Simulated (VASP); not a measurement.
Here is a VASP 6.6.1 calculation.

File INCAR:

```
SYSTEM = CrGe4Mo
PREC = Accurate
ENCUT = 600
EDIFF = 1E-7
ISMEAR = 0
SIGMA = 0.1
LREAL = .FALSE.
LASPH = .TRUE.
NELM = 100
ALGO = Fast
ISIF = 3
LWAVE = .FALSE.
LCHARG = .FALSE.
GGA = PE
IBRION = 2
NSW = 100
EDIFFG = -0.01
```

The input KPOINTS:

```
Automatic mesh
0
G
  12 12 6
  0 0 0
```

Contents of POSCAR:

```
CrGe4Mo
1.0
    3.2902351000      0.0000000000      0.0000000000
    0.0000000000      3.2902351000      0.0000000000
    0.0000000000      0.0000000000      8.1700603000
Cr Ge Mo
1 4 1
Direct
    0.0000000000      0.0000000000      0.0000000000
    0.0000000000      0.0000000000      0.6661190000
    0.5000000000      0.5000000000      0.1562800000
    0.0000000000      0.0000000000      0.3338810000
    0.5000000000      0.5000000000      0.8437200000
    0.5000000000      0.5000000000      0.5000000000
```

Potentials or basis: VASP PAW PBE potentials, release 64 (Cr_pv, Ge_d, Mo_sv).

Launch:

```bash
$ cat potpaw_PBE.64/Cr_pv/POTCAR potpaw_PBE.64/Ge_d/POTCAR potpaw_PBE.64/Mo_sv/POTCAR > POTCAR
$ mpirun -np 1 vasp_std > vasp.out
```

Estimate the relaxed volume.

14.76 Å³/atom.

Predict the space group after relaxing (to 0.1 Å).

P4/mmm (No. 123).

Predict the relaxed cell.

a = 3.292 Å, b = 3.292 Å, c = 8.174 Å, α = 90.00°, β = 90.00°, γ = 90.00°.

Estimate the band gap on the k mesh.

zero (bands 41 and 42 overlap by 0.75 eV).

Final structure:
```
Cr Ge Mo
1.0
     3.29155    0.00000    0.00000
     0.00000    3.29155    0.00000
     0.00000    0.00000    8.17379
Cr Ge Mo
1 4 1
Cartesian
  0.0000 0.0000 0.0000
  0.0000 0.0000 5.4451
  1.6458 1.6458 1.2772
  3.2915 0.0000 2.7287
  1.6458 1.6458 6.8966
  1.6458 1.6458 4.0869
```

Caveat: the run has no spin polarisation, though such a crystal can be magnetic. Spin polarisation is off, so any magnetic state and its effect on volume and gap are missing.
